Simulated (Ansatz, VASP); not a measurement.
# Two plane-wave programs on Te2Mo

The input POSCAR:

```
Te2Mo
1.0
    3.5027996609      0.0000000000      0.0000000000
   -1.7513998305      3.0335134907      0.0000000000
    0.0000000000      0.0000000000     18.1034304065
Te Mo
2 1
Direct
    0.3333333333      0.6666666667      0.8978554500
    0.3333333333      0.6666666667      0.1021445500
    0.0000000000      0.0000000000      0.0000000000
```

The input INCAR.step1:

```
  PREC = Accurate
  ENCUT = 520
  ISMEAR = 0
  SIGMA = 0.05
  LREAL = False
  LASPH = True
  NELM = 60
  NBANDS = 20
  GGA = PE
  ALGO = Normal
  EDIFF = 1E-4
  LWAVE = True
  LCHARG = False
```

INCAR.step2

```
  PREC = Accurate
  ENCUT = 520
  EDIFF = 1E-6
  ISMEAR = 0
  SIGMA = 0.05
  LREAL = False
  LASPH = True
  NELM = 60
  ALGO = Normal
  ISIF = 2
  LWAVE = False
  LCHARG = False
  METAGGA = R2SCAN
  LMIXTAU = True
  NBANDS = 20
  ISTART = 1
```

The input KPOINTS:

```
regular mesh
0
Gamma
  12 12 2
```

Input for Ansatz:

```yaml
crystal:
  lattice:
    - [3.5027996609, 0.0, 0.0]
    - [-1.7513998305, 3.0335134907, 0.0]
    - [0.0, 0.0, 18.1034304065]
  atoms:
    - { symbol: Te, position: [0.3333333333, 0.6666666667, 0.89785545] }
    - { symbol: Te, position: [0.3333333333, 0.6666666667, 0.10214455] }
    - { symbol: Mo, position: [0.0, 0.0, 0.0] }
basis:
  ecutwfc: 500
kpoints:
  mp_grid: { grid: [12, 12, 2] }
hamiltonian:
  xc: r2scan
scf:
  occupations: { method: gaussian, width: 0.05 }
output:
  forces: true
  stress: true
  eigenvalues: true
```

Alike in both runs: task single point; functional r2SCAN; k mesh 12 × 12 × 2; occupations gaussian, width 0.05 eV; no spin polarisation.

|  | VASP | Ansatz |
| --- | --- | --- |
| version | VASP 6.6.1 | Ansatz 0.2.0 |
| potentials or method | VASP PAW PBE potentials, release 64 (Te, Mo_sv), cutoff 520 eV | scalar-relativistic, plane waves, PAW |
| valence electrons in the cell | 26 | 46 |

```csv
,VASP,Ansatz,Ansatz less VASP
gap on the k mesh at the Fermi level (eV),1.29,1.29,-0.005
least direct gap on the mesh (eV),1.31,1.31,-0.003
rms of the force components (eV/Å),0.236,0.247,+0.0111
```

VASP's potentials were made for PBE, not for r2SCAN. Atom by atom the forces differ by 0.011 eV/Å (rms over components). VASP's potentials hold 26 valence electrons a cell and Ansatz's 46, so a difference there can come from the potentials and not from the codes.

Spin-orbit coupling is off throughout.
